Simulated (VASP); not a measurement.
Runs of VASP 6.6.1 on NaH (rocksalt type). The structure is that of space group Fm-3m (No. 225), or close to it. The cells are those of the table. 

```tsv
task	cell	cutoff (eV)	gap on the mesh (eV)	pressure (GPa)
single point	a = 3.439 Å, angles 60.0°, 2 atoms	520	3.73	(a)
electric field gradients	a = 3.393 Å, angles 60.0°, 2 atoms	520	(b)	0.5
single point	a = 3.416 Å, angles 60.0°, 2 atoms	520	3.76	0.0
single point	a = 3.347 Å, angles 60.0°, 2 atoms	520	3.87	1.6
electric field gradients	a = 3.483 Å, angles 60.0°, 2 atoms	520	3.67	-1.2
relaxation of cell and atoms	relaxed from a = 3.207 Å, angles 60.0°, 2 atoms	600	3.76	0.0
electric field gradients	a = 3.347 Å, angles 60.0°, 2 atoms	520	3.87	1.6
electric field gradients	a = 3.416 Å, angles 60.0°, 2 atoms	520	3.76	0.0
```

Alike in all rows: level PBE; potentials or basis VASP PAW PBE potentials, release 64 (Na_pv, H); no spin polarisation; k mesh 12 × 12 × 12; smearing fermi-dirac 0.08 eV.

**Question.** Estimate the missing entries.

**Answer.** (a) -0.5; (b) 3.80.

A k mesh can miss the band edges.
